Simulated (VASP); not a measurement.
Crystal: LaB6.

```
CELL_PARAMETERS angstrom
4.15700 0.00000 0.00000
0.00000 4.15700 0.00000
0.00000 0.00000 4.15700
ATOMIC_POSITIONS crystal
La 0.00000 0.00000 0.00000
B 0.19750 0.50000 0.50000
B 0.50000 0.19750 0.50000
B 0.80250 0.50000 0.50000
B 0.50000 0.80250 0.50000
B 0.50000 0.50000 0.19750
B 0.50000 0.50000 0.80250
```

| Quantity | Value |
| --- | --- |
| Program | VASP 6.6.1 |
| Task | relaxation of cell and atoms |
| Functional | PBE |
| Potentials or basis | VASP PAW PBE potentials, release 64 (La, B) |
| Cutoff | 600 eV |
| k mesh | 8 × 8 × 8 |
| Occupations | fermi-dirac, width 0.1 eV |
| Spin | no spin polarisation |

At the start: pressure -0.7 GPa; volume 10.26 Å³/atom.

Task: How do energy, volume and symmetry change on relaxing?

Result: Over 3 steps the energy falls by 2.4 meV/atom and the volume is 10.24 Å³/atom (-0.2 %); space group Pm-3m (No. 221, to 0.1 Å) before and after.

The path:
```tsv
step	energy change (eV)	largest force (eV/Å)	pressure (GPa)	volume (Å³)
1	0.0000	0.5946	-0.74	71.84
2	0.0565	1.2343	2.14	71.35
3	-0.0170	0.0013	0.03	71.68
```

Final structure:
```
CELL_PARAMETERS angstrom
4.15391 0.00000 0.00000
0.00000 4.15391 0.00000
0.00000 0.00000 4.15391
ATOMIC_POSITIONS crystal
La 0.00000 0.00000 0.00000
B 0.19974 0.50000 0.50000
B 0.50000 0.19974 0.50000
B 0.80026 0.50000 0.50000
B 0.50000 0.80026 0.50000
B 0.50000 0.50000 0.19974
B 0.50000 0.50000 0.80026
```

Caveat: an odd number of electrons without spin polarisation forces a metal; a magnetic or distorted state may lie lower.
